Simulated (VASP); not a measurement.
Nb, 1 atom in the cell. It takes space group Fm-3m (No. 225, cubic). Conventional cell: a = 4.095 Å, b = 4.095 Å, c = 4.095 Å, α = 90.00°, β = 90.00°, γ = 90.00°. Within 3.8 Å of Nb (site symmetry m-3m) lie 12 Nb at 2.90 Å.  This cell differs from its parent crystal: volume scaled by 0.88.

```yaml
Program: VASP 6.6.1
Task: single point
Functional: BLYP
Potentials_or_basis: VASP PAW PBE potentials, release 64 (Nb_sv)
Cutoff: 520 eV
k_mesh: 14 × 14 × 14
Occupations: fermi-dirac, width 0.1 eV
Spin: no spin polarisation
Dipole_correction: no
Further_INCAR_settings: ALGO = Normal; EDIFF = 1e-06; NBANDS = 12
```

Potentials or basis: VASP PAW PBE potentials, release 64 (Nb_sv).

Launch:

```bash
$ cat potpaw_PBE.64/Nb_sv/POTCAR > POTCAR
$ mpirun -np 1 vasp_std > vasp.out
```

Hardware: 1 thread of AMD EPYC 7571 (shared host).

Task: How long does it take, and how much memory?

Result: Run time: 59 s on 1 thread of AMD EPYC 7571 (shared host), peak memory 0.12 GiB. Counts: scf iterations 12, k points 104.
